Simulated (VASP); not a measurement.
# Co (P-3m1) in VASP: single point with LDA

Aim: the single point of Co with LDA.

Program: VASP 6.6.1. These are calculated values, not measurements. Logs are shortened: lines on timing, memory, paths and dates and some standing lists are left out, and cuts for length are marked.

### 1 The cell of the first run

The structure is trigonal, space group P-3m1 (No. 164). The conventional cell has a = 2.487 Å, b = 2.487 Å, c = 4.063 Å, α = 90.00°, β = 90.00°, γ = 120.00°. Co (site symmetry 3m) has 12 Co at 2.42 to 2.55 Å within 3.2 Å.

### 2 Single point, LDA, collinear spin, ferromagnetic start

INCAR reads:

```
PREC     = Accurate       # precision mode
ENCUT    = 690            # plane-wave cutoff, eV
EDIFF    = 1E-6           # SCF threshold, eV
ISMEAR   = 0              # smearing method
SIGMA    = 0.05           # smearing width, eV
LREAL    = F              # projectors in reciprocal space
LASPH    = T              # aspherical terms in the spheres
NELM     = 200            # most SCF steps
ALGO     = Normal         # electronic algorithm
ISIF     = 2              # what is computed and relaxed
LWAVE    = F              # write WAVECAR
LCHARG   = T              # write CHGCAR
ISPIN    = 2              # spin polarisation
MAGMOM   = 3.2 3.2        # initial moments
LORBIT   = 11             # projections on sites
LMAXMIX  = 4              # l up to which the mixer works
LELF     = T              # ELF
LVHAR    = T            
NBANDS   = 28             # bands
GGA_COMPAT= F
```

KPOINTS reads:

```
regular mesh
0
Gamma
  15 15 8
```

POSCAR reads:

```
Co
1.0
    2.4873600000      0.0000000000      0.0000000000
   -1.2436800000      2.1541169484      0.0000000000
    0.0000000000      0.0000000000      4.0632900000
Co
2
Direct
    0.6666666667      0.3333333333      0.2598600000
    0.3333333333      0.6666666667      0.7401400000
```

Potentials or basis: VASP PAW LDA potentials, release 64 (Co_sv).

The run is started by

```console
> cat potpaw_LDA.64/Co_sv/POTCAR > POTCAR
> mpirun -np 1 vasp_std > vasp.out
```

OUTCAR:

```text
PREC = Accurate
   ENCUT = 690
   EDIFF = 1E-6
   ISMEAR = 0
   LREAL = F
   LASPH = T
   NELM = 200
   ISIF = 2
   ISPIN = 2
   LORBIT = 11

 ion  position               nearest neighbor table
   1  0.667  0.333  0.260-   2 2.42   2 2.42   2 2.42
   2  0.333  0.667  0.740-   1 2.42   1 2.42   1 2.42

  LATTYP: Found a hexagonal cell.
 ALAT       =     2.4873600000
 C/A-ratio  =     1.6335753570

  Lattice vectors:

 A1 = (   2.4873600000,   0.0000000000,   0.0000000000)
 A2 = (  -1.2436800000,   2.1541169484,   0.0000000000)
 A3 = (   0.0000000000,   0.0000000000,   4.0632900000)

Analysis of symmetry for initial positions (statically):
=====================================================================
 Subroutine PRICEL returns:
 Original cell was already a primitive cell.

 Routine SETGRP: Setting up the symmetry group for a
 hexagonal supercell.

 Subroutine GETGRP returns: Found 12 space group operations
 (whereof 12 operations were pure point group operations)
 out of a pool of 24 trial point group operations.

The static configuration has the point symmetry D_3d.

Analysis of symmetry for dynamics (positions and initial velocities):
=====================================================================
 Subroutine PRICEL returns:
 Original cell was already a primitive cell.

 Routine SETGRP: Setting up the symmetry group for a
 hexagonal supercell.

 Subroutine GETGRP returns: Found 12 space group operations
 (whereof 12 operations were pure point group operations)
 out of a pool of 24 trial point group operations.

The dynamic configuration has the point symmetry D_3d.

Analysis of structural, dynamic, and magnetic symmetry:
=====================================================================
 Subroutine PRICEL returns:
 Original cell was already a primitive cell.

 Routine SETGRP: Setting up the symmetry group for a
 hexagonal supercell.

 Subroutine GETGRP returns: Found 12 space group operations
 (whereof 12 operations were pure point group operations)
 out of a pool of 24 trial point group operations.

The overall configuration has the point symmetry D_3d.

 Subroutine INISYM returns: Found 12 space group operations
 (whereof 12 operations are pure point group operations),
 and found     1 'primitive' translations

----------------------------------------------------------------------------------------

                                     Primitive cell

  volume of cell :      21.7714

  direct lattice vectors                    reciprocal lattice vectors
     2.487360000  0.000000000  0.000000000     0.402032677  0.232113674  0.000000000
    -1.243680000  2.154116948  0.000000000     0.000000000  0.464227349  0.000000000
     0.000000000  0.000000000  4.063290000     0.000000000  0.000000000  0.246105988

  length of vectors
     2.487360000  2.487360000  4.063290000     0.464227349  0.464227349  0.246105988

  position of ions in fractional coordinates (direct lattice)
     0.666666667  0.333333333  0.259860000
     0.333333333  0.666666667  0.740140000

  ion indices of the primitive-cell ions
   primitive index   ion index
                 1           1
                 2           2

----------------------------------------------------------------------------------------

 KPOINTS: regular mesh

Automatic generation of k-mesh.
 Grid dimensions read from file:
 generate k-points for:   15   15    8

 Generating k-lattice:

  Cartesian coordinates                     Fractional coordinates (reciprocal lattice)
     0.026802178  0.015474245  0.000000000     0.066666667  0.000000000  0.000000000
     0.000000000  0.030948490  0.000000000     0.000000000  0.066666667  0.000000000
     0.000000000  0.000000000  0.030763249     0.000000000  0.000000000  0.125000000

  Length of vectors
     0.030948490  0.030948490  0.030763249

  Shift w.r.t. Gamma in fractional coordinates (k-lattice)
     0.000000000  0.000000000  0.000000000

 Subroutine IBZKPT returns following result:
 ===========================================

 Found    192 irreducible k-points:

 Following reciprocal coordinates:
            Coordinates               Weight
  0.000000  0.000000  0.000000      1.000000
  0.066667  0.000000  0.000000      6.000000
  0.133333  0.000000  0.000000      6.000000
  0.200000  0.000000  0.000000      6.000000
  0.266667  0.000000  0.000000      6.000000
  0.333333  0.000000  0.000000      6.000000
[... 16 lines left out ...]
  0.333333  0.200000  0.000000     12.000000
  0.400000  0.200000  0.000000      6.000000
 [... further k-points ...]
   k-points           NKPTS =    192   k-points in BZ     NKDIM =    192   number of bands    NBANDS=     28
   number of dos      NEDOS =    301   number of ions     NIONS =      2
   total plane-waves  NPLWV =  20736
   dimension x,y,z NGX =    24 NGY =   24 NGZ =   36
   dimension x,y,z NGXF=    48 NGYF=   48 NGZF=   72
   ions per type =               2
   NGX,Y,Z   is equivalent  to a cutoff of  16.04, 16.04, 14.73 a.u.
   NGXF,Y,Z  is equivalent  to a cutoff of  32.08, 32.08, 29.46 a.u.
 SYSTEM =  unknown system
   PREC   = accura    normal or accurate (medium, high low for compatibility)
   ISTART =      0    job   : 0-new  1-cont  2-samecut
   ICHARG =      2    charge: 1-file 2-atom 10-const
   ISPIN  =      2    spin polarized calculation?
   LNONCOLLINEAR =      F non collinear calculations
   LSORBIT =      F    spin-orbit coupling
   LASPH  =      T    aspherical Exc in radial PAW
   ENCUT  =  690.0 eV  50.71 Ry    7.12 a.u.   5.33  5.33  8.70*2*pi/ulx,y,z
   NELM   =    200;   NELMIN=  2; NELMDL= -5     # of ELM steps
   EDIFF  = 0.1E-05   stopping-criterion for ELM
   LREAL  =      F    real-space projection
   EDIFFG = 0.1E-04   stopping-criterion for IOM
   NSW    =      0    number of steps for IOM
   IBRION =     -1    ionic relax: 0-MD 1-quasi-New 2-CG
   NFREE  =      0    steps in history (QN), initial steepest desc. (CG)
   ISIF   =      2    stress and relaxation
   ISYM   =      2    0-nonsym 1-usesym 2-fastsym
   POTIM  = 0.5000    time-step for ionic-motion
   TEBEG  =    0.0;   TEEND  =   0.0 temperature during run
   PSTRESS=    0.0 pullay stress
   NELECT =      34.0000    total number of electrons
   NUPDOWN=      -1.0000    fix difference up-down
   EMIN   =  10.00;   EMAX   =-10.00  energy-range for DOS
   EFERMI =   0.00;   METHOD = LEGACY
   ISMEAR =     0;   SIGMA  =   0.05  broadening in eV -4-tet -1-fermi 0-gaus
   EFERMI_NEDOS =   21; number of points for ismear=-14 and -15
   IALGO  =     38    algorithm
   IMIX   =      4    mixing-type and parameters
     AMIX     =   0.40;   BMIX     =  1.00
     AMIX_MAG =   1.60;   BMIX_MAG =  1.00
  volume/ion in A,a.u.               =      10.89        73.46
  Fermi-wavevector in a.u.,A,eV,Ry     =   1.899354  3.589258 49.083632  3.607545
  Thomas-Fermi vector in A             =   2.938711
   LORBIT       =     11    0 simple, 1 ext, 2 COOP (PROOUT), +10 PAW based schemes
   GGA     = CA    functional components
   LHFCALC =     F    Hartree Fock is set to
   AEXX    =    0.0000 exact exchange contribution
   IVDW    =     0    specifies the selected vdW correction
   LEPSILON=     F    determine dielectric tensor
   LRPA    =     F    only Hartree local field effects (RPA)
 spin polarized calculation
 Gauss-broadening in eV      SIGMA  =   0.05
  energy-cutoff  :      690.00
  volume of cell :       21.77
 maximum number of plane-waves:       917
 NGX is ok and might be reduce to    24
   NGX = 11   NGY = 11   NGZ = 17

 number of electron      34.0000002 magnetization       3.1949040

 Free energy of the ion-electron system (eV)
  ---------------------------------------------------
  ext. energy  EPLUGINS =         0.00000000
  ---------------------------------------------------
  free energy    TOTEN  =       -16.22576583 eV

  energy without entropy =      -16.22378770  energy(sigma->0) =      -16.22477677

 E-fermi :  11.4948     XC(G=0): -14.2914

 val. band max:       11.4918320032   @ k =   0.3333   0.0000   0.5000
 cond. band min:      11.5040290797   @ k =  -0.1333   0.3333   0.2500
 fundamental gap:      0.0121970765
 Fermi energy:        11.4948354103

 spin component 1

 k-point     1 :       0.0000    0.0000    0.0000
  band No.  band energies     occupation
      1     -83.3967      1.00000
      2     -83.3367      1.00000
      3     -47.3611      1.00000
      4     -47.0640      1.00000
      5     -47.0640      1.00000
      6     -47.0250      1.00000
[... 20 lines left out ...]
     27      37.2748      0.00000
     28      37.2748      0.00000

 k-point     2 :       0.0667    0.0000    0.0000
  band No.  band energies     occupation
      1     -83.3945      1.00000
      2     -83.3357      1.00000
      3     -47.3564      1.00000
      4     -47.0751      1.00000
      5     -47.0672      1.00000
      6     -47.0264      1.00000
[... 674 lines left out ...]
 k-point    24 :       0.4000    0.2000    0.0000
  band No.  band energies     occupation
      1     -83.3321      1.00000
      2     -83.3199      1.00000
      3     -47.2905      1.00000
      4     -47.2476      1.00000
      5     -47.1891      1.00000
      6     -47.1810      1.00000
[... 20 lines left out ...]
     27      30.6405      0.00000
     28      40.1192      0.00000

 [... further k-points ...]

 spin component 2

 k-point     1 :       0.0000    0.0000    0.0000
  band No.  band energies     occupation
      1     -81.5308      1.00000
      2     -81.4668      1.00000
      3     -45.5665      1.00000
      4     -45.2549      1.00000
      5     -45.2549      1.00000
      6     -45.2037      1.00000
[... 20 lines left out ...]
     27      37.7348      0.00000
     28      37.7348      0.00000

 k-point     2 :       0.0667    0.0000    0.0000
  band No.  band energies     occupation
      1     -81.5284      1.00000
      2     -81.4657      1.00000
      3     -45.5614      1.00000
      4     -45.2668      1.00000
      5     -45.2584      1.00000
      6     -45.2140      1.00000
[... 674 lines left out ...]
 k-point    24 :       0.4000    0.2000    0.0000
  band No.  band energies     occupation
      1     -81.4618      1.00000
      2     -81.4489      1.00000
      3     -45.4995      1.00000
      4     -45.4516      1.00000
      5     -45.3894      1.00000
      6     -45.3733      1.00000
[... 20 lines left out ...]
     27      31.0604      0.00000
     28      40.5311      0.00000

 [... further k-points ...]
[... 5 lines left out ...]
  --------------------------------------------------------------------------------------
  -------------------------------------------------------------------------------------
  Total       -2.3955344     -2.3955344     -2.7432620      0.0000000     -0.0000000      0.0000000
  in kB     -176.2898286   -176.2898286   -201.8794560      0.0000000     -0.0000000      0.0000000
  external PRESSURE =    -184.8197044 kB  Pullay stress =       0.0000000 kB

 VOLUME and BASIS-vectors are now :
 -----------------------------------------------------------------------------
  energy-cutoff  :      690.00
  volume of cell :       21.77
      direct lattice vectors                 reciprocal lattice vectors
     2.487360000  0.000000000  0.000000000     0.402032677  0.232113674  0.000000000
    -1.243680000  2.154116948  0.000000000     0.000000000  0.464227349  0.000000000
     0.000000000  0.000000000  4.063290000     0.000000000  0.000000000  0.246105988

 POSITION                                       TOTAL-FORCE (eV/Angst)
 -----------------------------------------------------------------------------------
      1.24368      0.71804      1.05589        -0.000000      0.000000     -0.420022
     -0.00000      1.43608      3.00740         0.000000      0.000000      0.420022
 -----------------------------------------------------------------------------------
    total drift:                                0.000000     -0.000000     -0.000000

  FREE ENERGIE OF THE ION-ELECTRON SYSTEM (eV)
  ---------------------------------------------------
  free  energy   TOTEN  =       -16.2257658278 eV

  energy  without entropy=      -16.2237877048  energy(sigma->0) =      -16.22477677

 total charge

# of ion       s       p       d       tot
------------------------------------------
    1        2.248   6.117   6.705  15.070
    2        2.248   6.117   6.705  15.070
--------------------------------------------------
tot          4.496  12.234  13.411  30.141

 magnetization (x)

# of ion       s       p       d       tot
------------------------------------------
    1       -0.004  -0.010   1.644   1.630
    2       -0.004  -0.010   1.644   1.630
--------------------------------------------------
tot         -0.008  -0.020   3.288   3.260
```

It took 3.5 min on 1 thread of AMD EPYC 9R45 (Zen 5), shared host; peak memory 0.29 GiB.

Results:

```yaml
Free_energy: -16.2258 eV
Pressure: -18.5 GPa
Largest_force: 0.420 eV/Å
Net_moment: 3.19 μB per cell
Site_moments: Co +1.63 μB
Valence_electrons_inside_the_program's_atomic_spheres: Co 15.07
```

Forces on the atoms (eV/Å):
```
Co   0.000  0.000 -0.420
Co   0.000  0.000  0.420
```

Stress tensor (GPa, compression positive):
```
-17.63   0.00   0.00
  0.00 -17.63   0.00
  0.00   0.00 -20.19
```

Caveat: the cell stands under tension.
